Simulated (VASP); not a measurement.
Write the native input for VASP 6.6.1 that does the following.

* Task: relaxation of the atoms
* Functional: PBE
* Potentials or basis: VASP PAW PBE potentials, release 64 (Si)
* Cutoff: 450 eV
* k mesh: 14 × 14 × 14
* Occupations: fermi-dirac, width 0.02 eV
* Spin: no spin polarisation
* Dipole correction: no
* Further INCAR settings: ALGO = Normal; EDIFF = 1e-07; IBRION = 2; EDIFFG = -0.02; NSW = 80

The structure of Si lies in POSCAR:

```
Si
1.0
    0.0000000000      2.7153500000      2.6338895000
    2.7153500000      0.0000000000      2.6338895000
    2.7153500000      2.7153500000      0.0000000000
Si
2
Direct
    0.0000000000      0.0000000000      0.0000000000
    0.2500000000      0.2500000000      0.2500000000
```

This cell differs from its parent crystal: z stretched by -3 %.

One way to write it, as run:

INCAR

```
ALGO = Normal ; EDIFF = 1E-7
EDIFFG = -0.02 ; ENCUT = 450
GGA = PE ; GGA_COMPAT = F
IBRION = 2 ; ISIF = 2
ISMEAR = -1 ; LASPH = T
LCHARG = F ; LREAL = F
LWAVE = F ; NELM = 120
NELMIN = 4 ; NSW = 80
PREC = Accurate ; SIGMA = 0.02
```

KPOINTS

```
k-points
0
Gamma
  14 14 14
```

Potentials or basis: VASP PAW PBE potentials, release 64 (Si).

The run is started by

```bash
$ cat potpaw_PBE.64/Si/POTCAR > POTCAR
$ mpirun -np 1 vasp_std > vasp.out
```

Results of the run:

- Pressure after relaxing: 5.1 GPa
- Band gap on the k mesh: 0.19 eV (least direct gap 2.37 eV)

Caveat: the cell differs from its parent crystal (z stretched by -3 %); the relaxation stopped at its first step, so nothing moved.

Wall time 45 s on 1 thread of AMD EPYC 7R13 Processor (Zen 3), on a shared host, peak memory 0.15 GiB.
